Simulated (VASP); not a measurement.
Input of a VASP 6.6.1 run:

Contents of INCAR:

```
SYSTEM = In2Ga3As5
PREC     = Accurate       ! precision mode
ENCUT    = 520            ! plane-wave cutoff, eV
EDIFF    = 1E-6           ! SCF threshold, eV
ISMEAR   = 1              ! smearing method
SIGMA    = 0.05           ! smearing width, eV
LREAL    = Auto         
LASPH    = .TRUE.         ! aspherical terms in the spheres
NELM     = 80             ! most SCF steps
ALGO     = Normal         ! electronic algorithm
ISIF     = 2              ! what is computed and relaxed
LWAVE    = .FALSE.        ! write WAVECAR
LCHARG   = .FALSE.        ! write CHGCAR
GGA      = PS             ! functional
NBANDS   = 106            ! bands
```

KPOINTS

```
regular mesh
0
G
  4 3 1
  0 0 0
```

POSCAR

```
In2Ga3As5
1.0
    3.0436690000     -3.0436690000      0.0000000000
    0.0000000000      0.0000000000      6.0873370000
  -14.0965830000    -14.0965830000      0.0000000000
In Ga As
4 6 10
Direct
    0.9855240000      0.9929330000      0.7835440000
    0.0075600000      0.9980520000      0.5677820000
    0.4930540000      0.4969520000      0.6766620000
    0.5044210000      0.4913850000      0.8920570000
    0.9950530000      0.0055920000      0.3758860000
    0.9890280000      0.0055270000      0.9988440000
    0.0132730000      0.0010160000      0.1898320000
    0.4975200000      0.4920190000      0.2863430000
    0.5060000000      0.5019220000      0.4721250000
    0.4991390000      0.4892580000      0.0917620000
    0.0044460000      0.2525360000      0.6740980000
    0.9887250000      0.2568810000      0.2823270000
    0.9818760000      0.2469350000      0.8896140000
    0.0128970000      0.2532750000      0.4712610000
    0.9857270000      0.2433650000      0.0988330000
    0.5180650000      0.7477540000      0.5679750000
    0.4976050000      0.7438410000      0.1917210000
    0.5059580000      0.7453800000      0.7853900000
    0.4897820000      0.7465490000      0.3801790000
    0.4989750000      0.7562460000      0.0008210000
```

Potentials or basis: VASP PAW PBE potentials, release 64 (In_d, Ga_d, As).

Launch:

```sh
$ cat potpaw_PBE.64/In_d/POTCAR potpaw_PBE.64/Ga_d/POTCAR potpaw_PBE.64/As/POTCAR > POTCAR
$ mpirun -np 1 vasp_std > vasp.out
```

(1) What does it give for the pressure?

(2) Predict the band gap on the k mesh.

(3) Predict the largest force.

Results:

(1) -1.6 GPa.

(2) 0.22 eV, indirect (least direct gap 0.29 eV).

(3) 1.675 eV/Å.

Caveat: the PAW data sets were made with another functional, which shifts forces and pressure a little; spin-orbit coupling is left out, which moves the levels of the heavy elements.
